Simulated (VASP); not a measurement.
# Pd (Fm-3m) in VASP: single point with PBEsol

Aim: the single point of Pd with PBEsol.

All numbers are computed with VASP 6.6.1; they aren't measurements. Logs are shortened: lines on timing, memory, paths and dates and some standing lists are left out, and cuts for length are marked.

## 1. The cell of the first run

The structure is cubic, space group Fm-3m (No. 225). The conventional cell has a = 3.875 Å, b = 3.875 Å, c = 3.875 Å, α = 90.00°, β = 90.00°, γ = 90.00°. Pd (site symmetry m-3m) has 12 Pd at 2.74 Å within 3.6 Å.

## 2. Single point, PBEsol

Contents of POSCAR:

```
Pd
1.0
    0.0000000000      1.9374878943      1.9374878943
    1.9374878943      0.0000000000      1.9374878943
    1.9374878943      1.9374878943      0.0000000000
Pd
1
Direct
    0.0000000000      0.0000000000      0.0000000000
```

Contents of INCAR.step1:

```
ALGO = Normal
EDIFF = 1E-6
ENCUT = 400
GGA = PS
GGA_COMPAT = False
ISIF = 2
ISMEAR = 0
LASPH = True
LCHARG = True
LMAXMIX = 4
LORBIT = 11
LREAL = False
LWAVE = False
NBANDS = 11
NEDOS = 2001
NELM = 120
PREC = Accurate
SIGMA = 0.1
```

Contents of KPOINTS.step1:

```
k-points
0
Gamma
  18 18 18
```

Contents of INCAR.step2:

```
ALGO = Normal
EDIFF = 1E-6
ENCUT = 400
GGA = PS
GGA_COMPAT = False
ICHARG = 11
ISIF = 2
ISMEAR = -5
LASPH = True
LCHARG = False
LMAXMIX = 4
LORBIT = 11
LREAL = False
LWAVE = False
NBANDS = 11
NEDOS = 1001
NELM = 120
PREC = Accurate
SIGMA = 0.1
```

Contents of KPOINTS.step2:

```
k-points
0
Gamma
  27 27 27
```

Potentials or basis: VASP PAW PBE potentials, release 64 (Pd).

Run with:

```sh
> cat potpaw_PBE.64/Pd/POTCAR > POTCAR
> cp INCAR.step1 INCAR
> cp KPOINTS.step1 KPOINTS
> mpirun -np 1 vasp_std > vasp.out
> cp INCAR.step2 INCAR
> cp KPOINTS.step2 KPOINTS
> mpirun -np 1 vasp_std > vasp.out
```

OUTCAR:

```text
EDIFF = 1E-6
   ENCUT = 400
   GGA = PS
   ICHARG = 11
   ISIF = 2
   ISMEAR = -5
   LASPH = True
   LORBIT = 11
   LREAL = False
   NELM = 120
   PREC = Accurate

 ion  position               nearest neighbor table
   1  0.000  0.000  0.000-

  LATTYP: Found a face centered cubic cell.
 ALAT       =     3.8749757886

  Lattice vectors:

 A1 = (   0.0000000000,   1.9374878943,   1.9374878943)
 A2 = (   1.9374878943,   0.0000000000,   1.9374878943)
 A3 = (   1.9374878943,   1.9374878943,   0.0000000000)

Analysis of symmetry for initial positions (statically):
=====================================================================
 Subroutine PRICEL returns:
 Original cell was already a primitive cell.

 Routine SETGRP: Setting up the symmetry group for a
 face centered cubic supercell.

 Subroutine GETGRP returns: Found 48 space group operations
 (whereof 48 operations were pure point group operations)
 out of a pool of 48 trial point group operations.

The static configuration has the point symmetry O_h .

Analysis of symmetry for dynamics (positions and initial velocities):
=====================================================================
 Subroutine PRICEL returns:
 Original cell was already a primitive cell.

 Routine SETGRP: Setting up the symmetry group for a
 face centered cubic supercell.

 Subroutine GETGRP returns: Found 48 space group operations
 (whereof 48 operations were pure point group operations)
 out of a pool of 48 trial point group operations.

The dynamic configuration has the point symmetry O_h .

 Subroutine INISYM returns: Found 48 space group operations
 (whereof 48 operations are pure point group operations),
 and found     1 'primitive' translations

----------------------------------------------------------------------------------------

                                     Primitive cell

  volume of cell :      14.5461

  direct lattice vectors                    reciprocal lattice vectors
     0.000000000  1.937487894  1.937487894    -0.258066129  0.258066129  0.258066129
     1.937487894  0.000000000  1.937487894     0.258066129 -0.258066129  0.258066129
     1.937487894  1.937487894  0.000000000     0.258066129  0.258066129 -0.258066129

  length of vectors
     2.740021657  2.740021657  2.740021657     0.446983646  0.446983646  0.446983646

  position of ions in fractional coordinates (direct lattice)
     0.000000000  0.000000000  0.000000000

  ion indices of the primitive-cell ions
   primitive index   ion index
                 1           1

----------------------------------------------------------------------------------------

 KPOINTS: k-points

Automatic generation of k-mesh.
 Grid dimensions read from file:
 generate k-points for:   27   27   27

 Generating k-lattice:

  Cartesian coordinates                     Fractional coordinates (reciprocal lattice)
    -0.009558005  0.009558005  0.009558005     0.037037037  0.000000000  0.000000000
     0.009558005 -0.009558005  0.009558005     0.000000000  0.037037037  0.000000000
     0.009558005  0.009558005 -0.009558005     0.000000000  0.000000000  0.037037037

  Length of vectors
     0.016554950  0.016554950  0.016554950

  Shift w.r.t. Gamma in fractional coordinates (k-lattice)
     0.000000000  0.000000000  0.000000000

 TETIRR: Found   2653 inequivalent tetrahedra from   118098

 Subroutine IBZKPT returns following result:
 ===========================================

 Found    560 irreducible k-points:

 Following reciprocal coordinates:
            Coordinates               Weight
  0.000000  0.000000  0.000000      1.000000
  0.037037  0.000000  0.000000      8.000000
  0.074074  0.000000  0.000000      8.000000
  0.111111  0.000000  0.000000      8.000000
  0.148148  0.000000  0.000000      8.000000
  0.185185  0.000000  0.000000      8.000000
[... 16 lines left out ...]
  0.333333  0.037037  0.000000     24.000000
  0.370370  0.037037  0.000000     24.000000
 [... further k-points ...]
   k-points           NKPTS =    560   k-points in BZ     NKDIM =    560   number of bands    NBANDS=     11
   number of dos      NEDOS =   1001   number of ions     NIONS =      1
   total plane-waves  NPLWV =   5832
   dimension x,y,z NGX =    18 NGY =   18 NGZ =   18
   dimension x,y,z NGXF=    36 NGYF=   36 NGZF=   36
   ions per type =               1
   NGX,Y,Z   is equivalent  to a cutoff of  10.92, 10.92, 10.92 a.u.
   NGXF,Y,Z  is equivalent  to a cutoff of  21.84, 21.84, 21.84 a.u.
 SYSTEM =  unknown system
   PREC   = accura    normal or accurate (medium, high low for compatibility)
   ISTART =      0    job   : 0-new  1-cont  2-samecut
   ICHARG =     11    charge: 1-file 2-atom 10-const
   ISPIN  =      1    spin polarized calculation?
   LNONCOLLINEAR =      F non collinear calculations
   LSORBIT =      F    spin-orbit coupling
   LASPH  =      T    aspherical Exc in radial PAW
   ENCUT  =  400.0 eV  29.40 Ry    5.42 a.u.   4.47  4.47  4.47*2*pi/ulx,y,z
   NELM   =    120;   NELMIN=  2; NELMDL=  0     # of ELM steps
   EDIFF  = 0.1E-05   stopping-criterion for ELM
   LREAL  =      F    real-space projection
   EDIFFG = 0.1E-04   stopping-criterion for IOM
   NSW    =      0    number of steps for IOM
   IBRION =     -1    ionic relax: 0-MD 1-quasi-New 2-CG
   NFREE  =      0    steps in history (QN), initial steepest desc. (CG)
   ISIF   =      2    stress and relaxation
   ISYM   =      2    0-nonsym 1-usesym 2-fastsym
   POTIM  = 0.5000    time-step for ionic-motion
   TEBEG  =    0.0;   TEEND  =   0.0 temperature during run
   PSTRESS=    0.0 pullay stress
   NELECT =      10.0000    total number of electrons
   NUPDOWN=      -1.0000    fix difference up-down
   EMIN   =  10.00;   EMAX   =-10.00  energy-range for DOS
   EFERMI =   0.00;   METHOD = LEGACY
   ISMEAR =    -5;   SIGMA  =   0.10  broadening in eV -4-tet -1-fermi 0-gaus
   EFERMI_NEDOS =   21; number of points for ismear=-14 and -15
   IALGO  =     38    algorithm
   IMIX   =      4    mixing-type and parameters
     AMIX     =   0.40;   BMIX     =  1.00
     AMIX_MAG =   1.60;   BMIX_MAG =  1.00
  volume/ion in A,a.u.               =      14.55        98.16
  Fermi-wavevector in a.u.,A,eV,Ry     =   1.444860  2.730390 28.403809  2.087621
  Thomas-Fermi vector in A             =   2.563107
   LORBIT       =     11    0 simple, 1 ext, 2 COOP (PROOUT), +10 PAW based schemes
   GGA     = PS    functional components
   LHFCALC =     F    Hartree Fock is set to
   AEXX    =    0.0000 exact exchange contribution
   IVDW    =     0    specifies the selected vdW correction
   LEPSILON=     F    determine dielectric tensor
   LRPA    =     F    only Hartree local field effects (RPA)
 non-spin polarized calculation
 Fermi weights with tetrahedron method with Bloechl corrections
  energy-cutoff  :      400.00
  volume of cell :       14.55
 maximum number of plane-waves:       279
 NGX is ok and might be reduce to    18

 number of electron       9.9999999 magnetization

 Free energy of the ion-electron system (eV)
  ---------------------------------------------------
  ext. energy  EPLUGINS =         0.00000000
  ---------------------------------------------------
  free energy    TOTEN  =        -5.95957863 eV

  energy without entropy =       -5.95957863  energy(sigma->0) =       -5.95957863

 E-fermi :   9.8473     XC(G=0): -13.4672

 val. band max:        9.8530852876   @ k =   0.4444   0.1481   0.0000
 cond. band min:       9.8513537392   @ k =  -0.4074   0.3704   0.0370
 fundamental gap:     -0.0017315484
 Fermi energy:         9.8472905436

 k-point     1 :       0.0000    0.0000    0.0000
  band No.  band energies     occupation
      1       2.5081      2.00000
      2       6.9391      2.00000
      3       6.9391      2.00000
      4       6.9391      2.00000
      5       8.6104      2.00000
      6       8.6104      2.00000
      7      26.9910      0.00000
      8      31.8409      0.00000
      9      31.8409      0.00000
     10      31.8409      0.00000
     11      35.9108      0.00000

 k-point     2 :       0.0370    0.0000    0.0000
  band No.  band energies     occupation
      1       2.5589      2.00000
      2       6.9199      2.00000
      3       6.9572      2.00000
      4       6.9572      2.00000
      5       8.6007      2.00000
      6       8.6007      2.00000
      7      27.0486      0.00000
      8      31.4748      0.00000
      9      31.9009      0.00000
     10      31.9009      0.00000
     11      35.9419      0.00000

 k-point     3 :       0.0741    0.0000    0.0000
  band No.  band energies     occupation
      1       2.7092      2.00000
      2       6.8669      2.00000
      3       7.0088      2.00000
      4       7.0088      2.00000
      5       8.5765      2.00000
      6       8.5765      2.00000
      7      27.2061      0.00000
      8      30.6015      0.00000
      9      32.0771      0.00000
     10      32.0771      0.00000
     11      35.9709      0.00000

 k-point     4 :       0.1111    0.0000    0.0000
  band No.  band energies     occupation
      1       2.9512      2.00000
      2       6.7925      2.00000
      3       7.0845      2.00000
      4       7.0845      2.00000
      5       8.5481      2.00000
      6       8.5481      2.00000
      7      27.4055      0.00000
      8      29.5351      0.00000
      9      32.3568      0.00000
     10      32.3568      0.00000
     11      35.9848      0.00000

 k-point     5 :       0.1481    0.0000    0.0000
  band No.  band energies     occupation
      1       3.2692      2.00000
      2       6.7187      2.00000
      3       7.1668      2.00000
      4       7.1668      2.00000
      5       8.5343      2.00000
      6       8.5343      2.00000
      7      27.4243      0.00000
      8      28.5674      0.00000
      9      32.7166      0.00000
     10      32.7166      0.00000
     11      35.9759      0.00000
[... 211 lines left out ...]
 k-point    21 :       0.2593    0.0370    0.0000
  band No.  band energies     occupation
      1       4.2407      2.00000
      2       6.7914      2.00000
      3       7.2529      2.00000
      4       7.2771      2.00000
      5       8.6410      2.00000
      6       8.8906      2.00000
      7      24.5765      0.00000
      8      28.1131      0.00000
      9      32.5733      0.00000
     10      34.4960      0.00000
     11      34.9169      0.00000

 k-point    22 :       0.2963    0.0370    0.0000
  band No.  band energies     occupation
      1       4.4479      2.00000
      2       7.0982      2.00000
      3       7.2224      2.00000
      4       7.2329      2.00000
      5       8.8690      2.00000
      6       9.0756      2.00000
      7      23.2155      0.00000
      8      27.8263      0.00000
      9      32.3980      0.00000
     10      34.2298      0.00000
     11      35.2086      0.00000

 k-point    23 :       0.3333    0.0370    0.0000
  band No.  band energies     occupation
      1       4.5328      2.00000
      2       7.0991      2.00000
      3       7.1663      2.00000
      4       7.6629      2.00000
      5       9.1545      2.00000
      6       9.2817      2.00000
      7      21.8441      0.00000
      8      27.4632      0.00000
      9      32.0384      0.00000
     10      33.4160      0.00000
     11      35.9039      0.00000

 k-point    24 :       0.3704    0.0370    0.0000
  band No.  band energies     occupation
      1       4.5375      2.00000
      2       7.0215      2.00000
      3       7.0931      2.00000
      4       8.2769      2.00000
      5       9.4835      2.00000
      6       9.4991      2.08754
      7      20.5051      0.00000
      8      27.1009      0.00000
      9      31.6108      0.00000
     10      32.6090      0.00000
     11      35.9604      0.00000

 [... further k-points ...]

------------------------ aborting loop because EDIFF is reached ----------------------------------------

  FORCE on cell =-STRESS in cart. coord.  units (eV):
  Direction    XX          YY          ZZ          XY          YZ          ZX
  --------------------------------------------------------------------------------------
  -------------------------------------------------------------------------------------
  Total       -0.0464993     -0.0464993     -0.0464993      0.0000000      0.0000000      0.0000000
  in kB       -5.1216469     -5.1216469     -5.1216469      0.0000000      0.0000000      0.0000000
  external PRESSURE =      -5.1216469 kB  Pullay stress =       0.0000000 kB

 VOLUME and BASIS-vectors are now :
 -----------------------------------------------------------------------------
  energy-cutoff  :      400.00
  volume of cell :       14.55
      direct lattice vectors                 reciprocal lattice vectors
     0.000000000  1.937487894  1.937487894    -0.258066129  0.258066129  0.258066129
     1.937487894  0.000000000  1.937487894     0.258066129 -0.258066129  0.258066129
     1.937487894  1.937487894  0.000000000     0.258066129  0.258066129 -0.258066129

 POSITION                                       TOTAL-FORCE (eV/Angst)
 -----------------------------------------------------------------------------------
      0.00000      0.00000      0.00000         0.000000      0.000000      0.000000
 -----------------------------------------------------------------------------------
    total drift:                               -0.000000      0.000000      0.000000

  FREE ENERGIE OF THE ION-ELECTRON SYSTEM (eV)
  ---------------------------------------------------
  free  energy   TOTEN  =        -5.9595786263 eV

  energy  without entropy=       -5.9595786263  energy(sigma->0) =       -5.95957863

 total charge

# of ion       s       p       d       tot
------------------------------------------
    1        0.489   0.498   8.469   9.455
```

Wall time 46 s (1 thread of AMD EPYC 7R43 (Zen 3), shared host); peak memory 0.14 GiB.

What came out:

| Property | Result |
| --- | --- |
| Valence electrons inside the program's atomic spheres | Pd 9.46 |

Caveat: the PAW data sets were made with another functional, which shifts forces and pressure a little; tetrahedron occupations give inexact forces and stress in metals.
